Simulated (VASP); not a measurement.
Input of a VASP 6.6.1 run:

Contents of INCAR:

```
PREC = Accurate
ENCUT = 520
EDIFF = 1E-6
ISMEAR = -1
SIGMA = 0.03
LREAL = F
LASPH = T
NELM = 80
ALGO = Normal
ISIF = 2
LWAVE = F
LCHARG = F
NBANDS = 24
```

KPOINTS

```
Automatic mesh
0
Gamma
  9 9 5
```

Contents of POSCAR:

```
TaN
1.0
    3.0500010905      0.0000000000      0.0000000000
   -1.5250005453      2.6413784260      0.0000000000
    0.0000000000      0.0000000000      4.8412000000
Ta N
2 2
Direct
    0.3333333333      0.6666666667      0.0000000000
    0.6666666667      0.3333333333      0.5000000000
    0.3333333333      0.6666666667      0.3850000000
    0.6666666667      0.3333333333      0.8850000000
```

Potentials or basis: VASP PAW LDA potentials, release 64 (Ta_pv, N).

Command:

```bash
$ cat potpaw_LDA.64/Ta_pv/POTCAR potpaw_LDA.64/N/POTCAR > POTCAR
$ mpirun -np 1 vasp_std > vasp.out
```

What does it give for the band gap on the k mesh?

Zero (band 16 reaches 10.37 eV, above the bottom of band 17 at 8.20 eV).

Predict the largest force.

1.190 eV/Å.

What does it give for the pressure?

136.0 GPa.

Stress tensor (GPa, compression positive):
```
141.51   0.00   0.00
  0.00 141.51   0.00
  0.00   0.00 124.93
```

Caveat: the cell differs from its parent crystal (zz strain of -2 %); spin-orbit coupling is left out, which moves the levels of the heavy elements; forces of over 1 eV/Å act on the atoms, so gaps and moduli don't describe the material at rest.
